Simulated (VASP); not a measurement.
BP, 2 atoms in the cell. Symmetry: F-43m, No. 216, cubic system. Conventional cell: a = 4.548 Å, b = 4.548 Å, c = 4.548 Å, α = 90.00°, β = 90.00°, γ = 90.00°. B (site symmetry -43m) has 4 P at 1.97 Å within 2.6 Å. P (site symmetry -43m) has 4 B at 1.97 Å within 2.6 Å. 

| Property | Result |
| --- | --- |
| Program | VASP 6.6.1 |
| Task | relaxation of cell and atoms |
| Functional | PBE |
| Potentials or basis | VASP PAW PBE potentials, release 64 (B, P) |
| Cutoff | 500 eV |
| k mesh | 10 × 10 × 10 |
| Occupations | gaussian, width 0.01 eV |
| Spin | no spin polarisation |
| Target pressure | 6 GPa |
| Dipole correction | no |
| Further INCAR settings | ALGO = Normal; EDIFF = 1e-07; IBRION = 2; EDIFFG = -0.001; NSW = 80; ISIF = 3 |

Potentials or basis: VASP PAW PBE potentials, release 64 (B, P).

Command:

```sh
$ cat potpaw_PBE.64/B/POTCAR potpaw_PBE.64/P/POTCAR > POTCAR
$ mpirun -np 1 vasp_std > vasp.out
```

Hardware: 1 thread of Intel Xeon 8259CL, on a shared host.

How long does it take, and how much memory?

It took 35 s on 1 thread of Intel Xeon 8259CL, on a shared host, peak memory 0.14 GiB. Counts: scf iterations 46, k points 47, ion steps 6.
